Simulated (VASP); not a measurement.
# Si62P (a cell with a defect) in VASP: single point with PBE

Aim: the single point of Si62P (a cell with a defect) with PBE.

Program: VASP 6.6.1. These are calculated values, not measurements. Logs are shortened: lines on timing, memory, paths and dates and some standing lists are left out, and cuts for length are marked.

## (1) The cell of the first run

The cell holds a defect, 63 atoms: a = 10.860 Å, b = 10.860 Å, c = 10.860 Å, α = 90.00°, β = 90.00°, γ = 90.00°.

## (2) Single point, PBE

Input file INCAR:

```
ALGO = Normal
EDIFF = 1E-6
ENCUT = 520
GGA = PE
ISIF = 2
ISMEAR = 0
LASPH = True
LCHARG = False
LREAL = Auto
LWAVE = False
NBANDS = 164
NELECT = 252.0
NELM = 100
PREC = Accurate
SIGMA = 0.05
```

Input file KPOINTS:

```
k-points
0
Gamma
  1 1 1
```

Input file POSCAR:

```
Si62P
1.0
   10.8600000000      0.0000000000      0.0000000000
    0.0000000000     10.8600000000      0.0000000000
    0.0000000000      0.0000000000     10.8600000000
Si P
62 1
Direct
    0.5002440147      0.0008167587      0.0001144567
    0.6266387661      0.1246228361      0.1259490792
    0.7505357274      0.2508331492     -0.0011927256
    0.8762171271      0.3759497238      0.1250718232
    0.7482474217      0.0003558932      0.2521665746
    0.8751631676      0.1259624309      0.3750613260
   -0.0047874770     -0.0012414365     -0.0036353591
    0.1239312155      0.1237625230      0.1247221915
    0.2513034070      0.2489071823      0.0027338858
    0.3779830571      0.3625602210      0.1376151013
    0.4976689687      0.4933234807      0.0073709024
    0.6244255985      0.6284058932      0.1243125230
    0.7481375691      0.7526458564     -0.0030383057
    0.8742730203      0.8723376611      0.1259550645
    0.2529396869      0.0030578269      0.2543923573
    0.5052263352      0.2369646409      0.2671394107
    0.6288840700      0.3786704420      0.3745042357
    0.7506812155      0.5043134438      0.2468058932
    0.8752345304      0.6264661142      0.3758263352
    0.6116476059      0.1308939227      0.6087334254
    0.7515134438      0.2538636280      0.4986126151
    0.8779069982      0.3754416206      0.6288838858
    0.7369993554      0.0043116943      0.7371940147
    0.8697803867      0.1236252302      0.8685755064
    0.0003151934      0.5005470534     -0.0003806630
    0.1269351750      0.6229539595      0.1265245856
    0.2485644567      0.7505847145      0.0011256906
    0.3742508287      0.8785297422      0.1269921731
    0.0003446593      0.2501116022      0.2497136280
    0.1314687845      0.3677108656      0.3762464088
    0.2512569061      0.4963065378      0.2509793738
    0.3750906998      0.6238917127      0.3745767035
    0.4972584715      0.7534737569      0.2520209945
    0.6169284530      0.8824781768      0.3778392265
   -0.0013654696      0.0000379374      0.5004724678
    0.1289939227      0.1232220994      0.6221591160
    0.2642127072      0.2378453039      0.4964869245
    0.3737851750      0.3749915285      0.6238280847
    0.5003781768      0.4998811234      0.5000372007
    0.6245946593      0.6258476980      0.6247813996
    0.7438268877      0.7545868324      0.4976125230
    0.8703795580      0.8770743094      0.6236458564
    0.2532460405      0.0002311234      0.7479783610
    0.3758971455      0.1258122468      0.8752028545
    0.4981008287      0.2520539595      0.7485319521
    0.6265725599      0.3760950276      0.8756149171
    0.7501057090      0.5017832413      0.7496814917
    0.8755213628      0.6260723757      0.8753842541
    0.0014661142      0.7500250460      0.2501465009
    0.1267531308      0.8779620626      0.3760825967
    0.0017969613      0.4977962247      0.4990453039
    0.1242273481      0.6269627993      0.6254133517
    0.2513827808      0.7511269797      0.4980849908
    0.3746257827      0.8689243094      0.6283279926
    0.0028470534      0.2486395948      0.7499737569
    0.1270267956      0.3742740331      0.8772433702
    0.2474325967      0.5005714549      0.7495958564
    0.3737764273      0.6196262431      0.8808853591
    0.4976871087      0.7462313076      0.7528442910
    0.6232041436      0.8775652855      0.8715496317
   -0.0032229282      0.7525002762      0.7480875691
    0.1253430018      0.8738000921      0.8735181400
    0.4309120626      0.0954550645      0.4207163904
```

Potentials or basis: VASP PAW PBE potentials, release 64 (Si, P).

Run with:

```console
$ cat potpaw_PBE.64/Si/POTCAR potpaw_PBE.64/P/POTCAR > POTCAR
$ mpirun -np 1 vasp_gam > vasp.out
```

OUTCAR:

```text
EDIFF = 1E-6
   ENCUT = 520
   GGA = PE
   ISIF = 2
   ISMEAR = 0
   LASPH = True
   LREAL = Auto
   NELECT = 252.0
   NELM = 100
   PREC = Accurate

 ion  position               nearest neighbor table
   1  0.500  0.001  0.000-  44 2.35  60 2.35  28 2.35   2 2.36
   2  0.627  0.125  0.126-   5 2.33   1 2.36  16 2.36   3 2.37
   3  0.751  0.251  0.999-  46 2.34  24 2.36   4 2.36   2 2.37
   4  0.876  0.376  0.125-  25 2.35  29 2.35  18 2.36   3 2.36
   5  0.748  0.000  0.252-   2 2.33  34 2.35   6 2.35  14 2.38
   6  0.875  0.126  0.375-  29 2.35  35 2.35  21 2.35   5 2.35
[... 25 lines left out ...]
  32  0.375  0.624  0.375-  33 2.35  53 2.35  39 2.35  31 2.35
  33  0.497  0.753  0.252-  28 2.34  32 2.35  34 2.35  12 2.38
  34  0.617  0.882  0.378-  33 2.35  41 2.35   5 2.35
  35  0.999  0.000  0.500-  42 2.35  50 2.35   6 2.35  36 2.35
  36  0.129  0.123  0.622-  43 2.34  35 2.35  37 2.36  55 2.38
  37  0.264  0.238  0.496-  38 2.36  36 2.36  30 2.40  63 2.52
  38  0.374  0.375  0.624-  45 2.33  39 2.35  37 2.36  57 2.37
  39  0.500  0.500  0.500-  32 2.35  40 2.35  38 2.35  17 2.35
  40  0.625  0.626  0.625-  47 2.35  39 2.35  41 2.35  59 2.35
[... 11 lines left out ...]
  52  0.124  0.627  0.625-  57 2.34  61 2.36  51 2.37  53 2.37
  53  0.251  0.751  0.498-  54 2.33  50 2.34  32 2.35  52 2.37
  54  0.375  0.869  0.628-  59 2.32  53 2.33  43 2.34
  55  0.003  0.249  0.750-  22 2.34  24 2.36  56 2.36  36 2.38
  56  0.127  0.374  0.877-  57 2.35   9 2.35  25 2.35  55 2.36
  57  0.247  0.501  0.750-  52 2.34  56 2.35  58 2.36  38 2.37
  58  0.374  0.620  0.881-  27 2.36  11 2.36  57 2.36  59 2.37
  59  0.498  0.746  0.753-  54 2.32  40 2.35  60 2.36  58 2.37
  60  0.623  0.878  0.872-   1 2.35  13 2.35  23 2.36  59 2.36
  61  0.997  0.753  0.748-  48 2.35  62 2.35  42 2.35  52 2.36
  62  0.125  0.874  0.874-  27 2.35  61 2.35   7 2.37  43 2.38
  63  0.431  0.095  0.421-  16 2.41  37 2.52  15 2.83  20 2.86

  LATTYP: Found a simple cubic cell.
 ALAT       =    10.8600000000

  Lattice vectors:

 A1 = (  10.8600000000,   0.0000000000,   0.0000000000)
 A2 = (   0.0000000000,  10.8600000000,   0.0000000000)
 A3 = (   0.0000000000,   0.0000000000,  10.8600000000)

Analysis of symmetry for initial positions (statically):
=====================================================================
 Subroutine PRICEL returns:
 Original cell was already a primitive cell.

 Routine SETGRP: Setting up the symmetry group for a
 simple cubic supercell.

 Subroutine GETGRP returns: Found  1 space group operations
 (whereof  1 operations were pure point group operations)
 out of a pool of 48 trial point group operations.

The static configuration has the point symmetry C_1 .

Analysis of symmetry for dynamics (positions and initial velocities):
=====================================================================
 Subroutine PRICEL returns:
 Original cell was already a primitive cell.

 Routine SETGRP: Setting up the symmetry group for a
 simple cubic supercell.

 Subroutine GETGRP returns: Found  1 space group operations
 (whereof  1 operations were pure point group operations)
 out of a pool of 48 trial point group operations.

The dynamic configuration has the point symmetry C_1 .

 Subroutine INISYM returns: Found  1 space group operations
 (whereof  1 operations are pure point group operations),
 and found     1 'primitive' translations

----------------------------------------------------------------------------------------

                                     Primitive cell

  volume of cell :    1280.8241

  direct lattice vectors                    reciprocal lattice vectors
    10.860000000  0.000000000  0.000000000     0.092081031  0.000000000  0.000000000
     0.000000000 10.860000000  0.000000000     0.000000000  0.092081031  0.000000000
     0.000000000  0.000000000 10.860000000     0.000000000  0.000000000  0.092081031

  length of vectors
    10.860000000 10.860000000 10.860000000     0.092081031  0.092081031  0.092081031

  position of ions in fractional coordinates (direct lattice)
     0.500244015  0.000816759  0.000114457
     0.626638766  0.124622836  0.125949079
     0.750535727  0.250833149  0.998807274
     0.876217127  0.375949724  0.125071823
     0.748247422  0.000355893  0.252166575
     0.875163168  0.125962431  0.375061326
[... 55 lines left out ...]
     0.125343002  0.873800092  0.873518140
     0.430912063  0.095455065  0.420716390

  ion indices of the primitive-cell ions
   primitive index   ion index
                 1           1
                 2           2
                 3           3
                 4           4
                 5           5
                 6           6
[... 55 lines left out ...]
                62          62
                63          63

----------------------------------------------------------------------------------------

 KPOINTS: k-points

Automatic generation of k-mesh.
 Grid dimensions read from file:
 generate k-points for:    1    1    1

 Generating k-lattice:

  Cartesian coordinates                     Fractional coordinates (reciprocal lattice)
     0.092081031  0.000000000  0.000000000     1.000000000  0.000000000  0.000000000
     0.000000000  0.092081031  0.000000000     0.000000000  1.000000000  0.000000000
     0.000000000  0.000000000  0.092081031     0.000000000  0.000000000  1.000000000

  Length of vectors
     0.092081031  0.092081031  0.092081031

  Shift w.r.t. Gamma in fractional coordinates (k-lattice)
     0.000000000  0.000000000  0.000000000

 Subroutine IBZKPT returns following result:
 ===========================================

 Found      1 irreducible k-points:

 Following reciprocal coordinates:
            Coordinates               Weight
  0.000000  0.000000  0.000000      1.000000
   k-points           NKPTS =      1   k-points in BZ     NKDIM =      1   number of bands    NBANDS=    164
   number of dos      NEDOS =    301   number of ions     NIONS =     63
   total plane-waves  NPLWV = 592704
   dimension x,y,z NGX =    84 NGY =   84 NGZ =   84
   dimension x,y,z NGXF=   168 NGYF=  168 NGZF=  168
   ions per type =              62   1
   NGX,Y,Z   is equivalent  to a cutoff of  12.86, 12.86, 12.86 a.u.
   NGXF,Y,Z  is equivalent  to a cutoff of  25.72, 25.72, 25.72 a.u.
 SYSTEM =  unknown system
   PREC   = accura    normal or accurate (medium, high low for compatibility)
   ISTART =      0    job   : 0-new  1-cont  2-samecut
   ICHARG =      2    charge: 1-file 2-atom 10-const
   ISPIN  =      1    spin polarized calculation?
   LNONCOLLINEAR =      F non collinear calculations
   LSORBIT =      F    spin-orbit coupling
   LASPH  =      T    aspherical Exc in radial PAW
   ENCUT  =  520.0 eV  38.22 Ry    6.18 a.u.  20.19 20.19 20.19*2*pi/ulx,y,z
   NELM   =    100;   NELMIN=  2; NELMDL= -5     # of ELM steps
   EDIFF  = 0.1E-05   stopping-criterion for ELM
   LREAL  =      T    real-space projection
   EDIFFG = 0.1E-04   stopping-criterion for IOM
   NSW    =      0    number of steps for IOM
   IBRION =     -1    ionic relax: 0-MD 1-quasi-New 2-CG
   NFREE  =      0    steps in history (QN), initial steepest desc. (CG)
   ISIF   =      2    stress and relaxation
   ISYM   =      2    0-nonsym 1-usesym 2-fastsym
   POTIM  = 0.5000    time-step for ionic-motion
   TEBEG  =    0.0;   TEEND  =   0.0 temperature during run
   PSTRESS=    0.0 pullay stress
   NELECT =     252.0000    total number of electrons
   NUPDOWN=      -1.0000    fix difference up-down
   EMIN   =  10.00;   EMAX   =-10.00  energy-range for DOS
   EFERMI =   0.00;   METHOD = LEGACY
   ISMEAR =     0;   SIGMA  =   0.05  broadening in eV -4-tet -1-fermi 0-gaus
   EFERMI_NEDOS =   21; number of points for ismear=-14 and -15
   IALGO  =     38    algorithm
   IMIX   =      4    mixing-type and parameters
     AMIX     =   0.40;   BMIX     =  1.00
     AMIX_MAG =   1.60;   BMIX_MAG =  1.00
  volume/ion in A,a.u.               =      20.33       137.20
  Fermi-wavevector in a.u.,A,eV,Ry     =   0.952164  1.799329 12.335269  0.906617
  Thomas-Fermi vector in A             =   2.080702
   LORBIT       =      0    0 simple, 1 ext, 2 COOP (PROOUT), +10 PAW based schemes
   GGA     = PE    functional components
   LHFCALC =     F    Hartree Fock is set to
   AEXX    =    0.0000 exact exchange contribution
   IVDW    =     0    specifies the selected vdW correction
   LEPSILON=     F    determine dielectric tensor
   LRPA    =     F    only Hartree local field effects (RPA)
 non-spin polarized calculation
 Gauss-broadening in eV      SIGMA  =   0.05
  energy-cutoff  :      520.00
  volume of cell :     1280.82
 maximum number of plane-waves:     17229
 NGX is ok and might be reduce to    84
   NGX = 41   NGY = 41   NGZ = 41

 number of electron     251.9999995 magnetization

 Free energy of the ion-electron system (eV)
  ---------------------------------------------------
  ext. energy  EPLUGINS =         0.00000000
  ---------------------------------------------------
  free energy    TOTEN  =      -338.05199924 eV

  energy without entropy =     -338.05199296  energy(sigma->0) =     -338.05199610

 E-fermi :   5.9881     XC(G=0):  -9.3307

 val. band max:        5.8372844775   @ k =   0.0000   0.0000   0.0000
 cond. band min:       6.1389907692   @ k =   0.0000   0.0000   0.0000
 fundamental gap:      0.3017062917
 Fermi energy:         5.9881376227

 k-point     1 :       0.0000    0.0000    0.0000
  band No.  band energies     occupation
      1      -6.2185      2.00000
      2      -5.4019      2.00000
      3      -5.1351      2.00000
      4      -5.1241      2.00000
      5      -5.1111      2.00000
      6      -5.1101      2.00000
[... 130 lines left out ...]
    137       6.9118      0.00000
    138       6.9384      0.00000
 [bands above 138 left out]

------------------------ aborting loop because EDIFF is reached ----------------------------------------

  FORCE on cell =-STRESS in cart. coord.  units (eV):
  Direction    XX          YY          ZZ          XY          YZ          ZX
  --------------------------------------------------------------------------------------
  -------------------------------------------------------------------------------------
  Total       -0.5812316      3.4285115      0.0878129     -0.4802462     -3.5135336     -0.0408981
  in kB       -0.7270601      4.2887103      0.1098448     -0.6007379     -4.3950641     -0.0511592
  external PRESSURE =       1.2238317 kB  Pullay stress =       0.0000000 kB

 VOLUME and BASIS-vectors are now :
 -----------------------------------------------------------------------------
  energy-cutoff  :      520.00
  volume of cell :     1280.82
      direct lattice vectors                 reciprocal lattice vectors
    10.860000000  0.000000000  0.000000000     0.092081031  0.000000000  0.000000000
     0.000000000 10.860000000  0.000000000     0.000000000  0.092081031  0.000000000
     0.000000000  0.000000000 10.860000000     0.000000000  0.000000000  0.092081031

 POSITION                                       TOTAL-FORCE (eV/Angst)
 -----------------------------------------------------------------------------------
      5.43265      0.00887      0.00124         0.005249     -0.011701      0.004127
      6.80530      1.35340      1.36781        -0.025800     -0.005771      0.022395
      8.15082      2.72405     10.84705        -0.008136     -0.026244      0.014846
      9.51572      4.08281      1.35828        -0.004341      0.004940     -0.000506
      8.12597      0.00387      2.73853        -0.020527      0.008535      0.033300
      9.50427      1.36795      4.07317         0.024825     -0.001097      0.004192
[... 55 lines left out ...]
      1.36122      9.48947      9.48641         0.013939     -0.008640     -0.002490
      4.67970      1.03664      4.56898        -0.910671      0.469005     -0.544184
 -----------------------------------------------------------------------------------
    total drift:                                0.028831      0.016059     -0.003844

  FREE ENERGIE OF THE ION-ELECTRON SYSTEM (eV)
  ---------------------------------------------------
  free  energy   TOTEN  =      -338.0519992410 eV

  energy  without entropy=     -338.0519929578  energy(sigma->0) =     -338.05199610
```

Run time: 10 min. Hardware: 1 thread of Oxide Virtual Turin-like, shared host; peak memory 1 GiB.

What came out:

```yaml
Free_energy: -338.0520 eV
Largest_force: 1.160 eV/Å
```

Forces in eV/Å, atoms in the order of the input:
```
Si   0.005 -0.012  0.004
Si  -0.026 -0.006  0.022
Si  -0.008 -0.026  0.015
Si  -0.004  0.005 -0.001
Si  -0.021  0.009  0.033
Si   0.025 -0.001  0.004
Si   0.053 -0.005  0.051
Si   0.093  0.007  0.084
Si  -0.012  0.003 -0.013
Si  -0.030  0.051 -0.054
Si   0.012 -0.004 -0.025
Si   0.014 -0.016 -0.002
Si  -0.002 -0.006  0.000
Si  -0.010  0.001  0.016
Si   0.218  0.059  0.164
Si  -0.086  0.086 -0.091
Si  -0.022 -0.002 -0.007
Si   0.007 -0.010  0.017
Si   0.056 -0.025  0.009
Si   0.073 -0.063  0.134
Si  -0.043 -0.044 -0.024
Si  -0.022 -0.020  0.004
Si   0.060 -0.008  0.065
Si   0.063  0.015  0.055
Si   0.003 -0.009  0.000
Si  -0.008  0.008 -0.001
Si   0.013 -0.010  0.001
Si   0.004 -0.003  0.004
Si   0.007  0.001 -0.007
Si   0.030 -0.020 -0.021
Si  -0.003  0.008  0.001
Si   0.005 -0.004  0.006
Si   0.006 -0.015 -0.007
Si   0.149 -0.208  0.006
Si   0.009 -0.004  0.000
Si   0.015  0.005  0.001
Si   0.084 -0.012 -0.010
Si  -0.018  0.036  0.026
Si   0.004 -0.008  0.009
Si   0.006 -0.015  0.011
Si   0.064 -0.078 -0.008
Si   0.013  0.009 -0.002
Si   0.000  0.011  0.008
Si   0.005  0.000  0.014
Si  -0.015 -0.015 -0.017
Si   0.013 -0.015 -0.001
Si  -0.001 -0.012  0.005
Si   0.005  0.004  0.007
Si   0.009  0.009  0.002
Si   0.034  0.017 -0.005
Si   0.021 -0.048 -0.007
Si   0.000 -0.002  0.018
Si  -0.015 -0.022  0.003
Si   0.033 -0.044  0.032
Si   0.002 -0.021 -0.018
Si  -0.011  0.008 -0.008
Si   0.021  0.010  0.014
Si   0.000  0.020  0.007
Si   0.019 -0.020  0.013
Si   0.004 -0.004  0.012
Si  -0.006 -0.004 -0.001
Si   0.014 -0.009 -0.002
P   -0.911  0.469 -0.544
```

Levels at points of the mesh, in eV from the Fermi level:
```csv
k point,band 124,band 125,band 126,band 127,band 128,band 129
"(0.00, 0.00, 0.00)",-0.70,-0.64,-0.15,0.15,0.24,0.38
```

Caveat: the k points lie up to 0.58 Å⁻¹ apart; the cell carries a net charge on a neutralising background, which shifts energy and pressure; the cell is charged against a uniform background, so pressure and absolute levels hang on convention.
